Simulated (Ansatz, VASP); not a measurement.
## Sn in VASP and in Ansatz

Contents of INCAR:

```
  PREC = Accurate
  ENCUT = 520
  EDIFF = 1E-6
  ISMEAR = 1
  SIGMA = 0.6
  LREAL = F
  LASPH = T
  NELM = 60
  ALGO = Normal
  ISIF = 2
  LWAVE = F
  LCHARG = T
  LELF = T
  LVHAR = T
  NBANDS = 21
```

The input KPOINTS:

```
regular mesh
0
Gamma
  11 11 8
```

The input POSCAR:

```
Sn
1.0
   -2.8994216605      2.9008009606      1.5581694818
    2.9008009606     -2.8994216605      1.5581694818
    2.8985835788      2.8985835788     -1.5556411493
Sn
2
Direct
    0.0000164062      0.9999835938      0.0000000000
    0.7499835938      0.2500164062      0.5000000000
```

Input for Ansatz:

```yaml
crystal:
  lattice:
    - [-2.8994216605, 2.9008009606, 1.5581694818]
    - [2.9008009606, -2.8994216605, 1.5581694818]
    - [2.8985835788, 2.8985835788, -1.5556411493]
  atoms:
    - { symbol: Sn, position: [1.64062e-05, 0.9999835938, 0.0] }
    - { symbol: Sn, position: [0.7499835938, 0.2500164062, 0.5] }
hamiltonian:
  xc: lda
  pseudopotentials:
    kind: paw
    azcp:
      Sn: "pseudopotentials/Sn.paw.azcp"
basis:
  ecutwfc: 420
  fft_grid_basis: typed
kpoints:
  mp_grid: { grid: [11, 11, 8], shift: [0, 0, 0] }
magnetization:
  spin_polarized: false
scf:
  occupations: { method: methfessel_paxton, width: 0.6 }
  lower_state_search: "off"
output:
  stress: true
  write_density: true
  write_potential: true
  elf: true
  volumetric_format: npy
```

Alike in both runs: task single point; functional LDA; k mesh 11 × 11 × 8; occupations methfessel-paxton of order 1, width 0.6 eV; no spin polarisation.

|  | VASP | Ansatz |
| --- | --- | --- |
| version | VASP 6.6.1 | Ansatz 0.2.0 |
| potentials or method | VASP PAW LDA potentials, release 64 (Sn_d), cutoff 520 eV | plane waves (420 eV) with PAW, scalar-relativistic |
| valence electrons in the cell | 28 | 28 |

VASP gave:

* pressure (GPa): -0.1
* traceless stress, the component that is largest in VASP (GPa): 0.09

Question: What did Ansatz give for the same quantities?

Answer: Pressure (GPa): -0.1; traceless stress, the component that is largest in VASP (GPa): 0.07.

Ansatz warns that its potentials were made for another functional, while VASP's fit it. LDA's correlation is that of Perdew and Zunger in VASP and of Perdew and Wang (1992) in Ansatz.
